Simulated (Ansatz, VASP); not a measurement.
# Ta: VASP beside Ansatz

Contents of INCAR:

```
  ALGO = Normal
  EDIFF = 1E-6
  ENCUT = 520
  GGA = CA
  ISIF = 2
  ISMEAR = -1
  LASPH = T
  LCHARG = F
  LREAL = F
  LWAVE = F
  NBANDS = 12
  NELM = 100
  PREC = Accurate
  SIGMA = 0.05
```

The input KPOINTS:

```
k-points
0
Gamma
  14 14 14
```

POSCAR

```
Ta
1.0
   -1.6277543238      1.6277543238      1.6277543238
    1.6277543238     -1.6277543238      1.6277543238
    1.6277543238      1.6277543238     -1.6277543238
Ta
1
Direct
    0.0000000000      0.0000000000      0.0000000000
```

Input for Ansatz:

```yaml
crystal:
  lattice:
    - [-1.62775432377, 1.62775432377, 1.62775432377]
    - [1.62775432377, -1.62775432377, 1.62775432377]
    - [1.62775432377, 1.62775432377, -1.62775432377]
  atoms:
    - { symbol: Ta, position: [0.0, 0.0, 0.0] }
kpoints:
  mp_grid: { grid: [14, 14, 14] }
scf:
  occupations: { method: fermi_dirac, width: 0.05 }
hamiltonian:
  xc: lda
  pseudopotentials: { kind: all_electron, lapw: { basis_error: 0.001 } }
output:
  forces: true
  stress: true
  eigenvalues: true
  eigenstates:
    nscf_kmesh: { grid: [24, 24, 24] }
    de_dk: true
    e_range: [-14, 14]
  optics:
    e_range: [0, 20]
    de: 0.2
    sigma: 0.2
    bands: { spectra_wanted_up_to: 20 }
    nscf_kmesh: { grid: [24, 24, 24] }
    drude_damping: 0.05
checkpoint:
  write: ck
  write_wavefunctions: false
```

Alike in both runs: task single point; functional LDA; k mesh 14 × 14 × 14; occupations fermi-dirac, width 0.05 eV; no spin polarisation.

|  | VASP | Ansatz |
| --- | --- | --- |
| version | VASP 6.6.1 | Ansatz 0.2.0 |
| potentials or method | VASP PAW LDA potentials, release 64 (Ta_pv), cutoff 520 eV | all-electron LAPW, scalar-relativistic |

```tsv
	VASP	Ansatz	Ansatz less VASP
pressure (GPa)	0.9	-0.2	-1.08
```

LDA's correlation is that of Perdew and Zunger in VASP and of Perdew and Wang (1992) in Ansatz. Ansatz ran all-electron here, and VASP with PAW potentials. Ansatz's warnings: optics on partly filled bands.

Spin-orbit coupling is off throughout.
